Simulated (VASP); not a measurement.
Wanted: the native input for a VASP 6.6.1 run.

| Quantity | Value |
| --- | --- |
| Task | single point |
| Functional | PBE |
| Potentials or basis | VASP PAW PBE potentials, release 64 (Al, N) |
| Cutoff | 520 eV |
| k mesh | 10 × 10 × 10 |
| Occupations | fermi-dirac, width 0.02 eV |
| Spin | no spin polarisation |
| Dipole correction | no |
| Further INCAR settings | ALGO = Normal; EDIFF = 1e-07; NBANDS = 11 |

The structure of AlN lies in POSCAR:

```
AlN
1.0
    0.0000000000      2.1630276483      2.1630276483
    2.1630276483      0.0000000000      2.1630276483
    2.1630276483      2.1630276483      0.0000000000
Al N
1 1
Direct
    0.0000000000      0.0000000000      0.0000000000
    0.2500000000      0.2500000000      0.2500000000
```

This cell differs from its parent crystal: strain -1.0%.

The input as run:

INCAR

```
  ALGO = Normal
  EDIFF = 1E-7
  ENCUT = 520
  GGA = PE
  ISIF = 2
  ISMEAR = -1
  LASPH = True
  LCHARG = False
  LREAL = False
  LWAVE = False
  NBANDS = 11
  NELM = 80
  PREC = Accurate
  SIGMA = 0.02
```

KPOINTS

```
k-points
0
Gamma
  10 10 10
```

Potentials or basis: VASP PAW PBE potentials, release 64 (Al, N).

The run is started by

```bash
$ cat potpaw_PBE.64/Al/POTCAR potpaw_PBE.64/N/POTCAR > POTCAR
$ mpirun -np 1 vasp_std > vasp.out
```

Results of the run:

```json
{"Pressure": "11.1 GPa", "Band gap on the k mesh": "3.33 eV, indirect (least direct gap 4.45 eV)"}
```

Caveat: the cell differs from its parent crystal (strain -1.0%).

Wall time 6.6 s on 1 thread of Intel(R) Xeon(R) Platinum 8259CL CPU @ 2.50GHz (Skylake/Cascade Lake), with other jobs on the host, peak memory 0.14 GiB.
